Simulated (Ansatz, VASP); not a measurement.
# HfH3F: VASP beside Ansatz

```
Hf H F
1.0
     3.63148    0.00000    0.00000
     0.00000    3.63148    0.00000
     0.00000    0.00000    3.63148
Hf H F
1 3 1
Direct
  0.00000 0.00000 0.00000
  0.00000 0.50000 0.50000
  0.50000 0.50000 0.00000
  0.50000 0.00000 0.50000
  0.50000 0.50000 0.50000
```

Change from the starting cell: species swapped into the Mn3ZnC type (Pm-3m, No. 221).

Alike in both runs: task single point; functional PBE; k mesh 6 × 6 × 6; occupations gaussian, width 0.1 eV; no spin polarisation.

```csv
,VASP,Ansatz
version,VASP 6.6.1,Ansatz 0.2.0
potentials or method,"VASP PAW PBE potentials, release 64 (Hf_pv, H, F), cutoff 520 eV","scalar-relativistic, plane waves, PAW"
valence electrons in the cell,20,36
```

Ansatz gave:

```
gap on the k mesh at the Fermi level (eV) : none
pressure (GPa)                            : -10.3
```

Task: Estimate VASP's values.

Result: gap on the k mesh at the Fermi level (eV): none; pressure (GPa): -10.9.

A gap of «none» marks a metal or a gap that the smearing closes. VASP's potentials hold 20 valence electrons a cell and Ansatz's 36, so a difference there can come from the potentials and not from the codes.

Spin-orbit coupling is off throughout.
